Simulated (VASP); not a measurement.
Runs of VASP 6.6.1 on Al. The structure is that of space group Fm-3m (No. 225), or close to it. The cells are those of the table. 

```csv
task,level,cell,cutoff (eV),gap on the mesh (eV),pressure (GPa),relaxed volume (Å³/atom)
single point,revPBE+D3(BJ),"a = 2.787, b = 2.787, c = 2.805 Å, angles 60.2, 60.2, 60.0°, 1 atom",520,none,-0.2,-
single point,RPBE+D4,"a = 2.814, b = 2.795, c = 2.796 Å, angles 60.0, 60.2, 60.2°, 1 atom",520,none,-0.2,-
relaxation of cell and atoms,revPBE+D3(BJ),"relaxed from a = 2.839, b = 2.840, c = 2.869 Å, angles 60.2, 62.2, 59.5°, 1 atom",600,none,0.0,15.42
relaxation of cell and atoms,revPBE+D4,"relaxed from a = 2.839, b = 2.840, c = 2.869 Å, angles 60.2, 62.2, 59.5°, 1 atom",600,none,0.0,(a)
relaxation of cell and atoms,RPBE+D4,"relaxed from a = 2.839, b = 2.840, c = 2.869 Å, angles 60.2, 62.2, 59.5°, 1 atom",600,none,0.0,15.57
```

Alike in all rows: potentials or basis VASP PAW PBE potentials, release 64 (Al); no spin polarisation; k mesh 11 × 11 × 11; smearing fermi-dirac 0.05 eV.

**Question.** Estimate the missing entries.

**Answer.** (a) 15.64.

Caveats: the PAW data sets were made with another functional, which shifts forces and pressure a little.

A gap of «none» marks levels without a gap at the run's occupations.
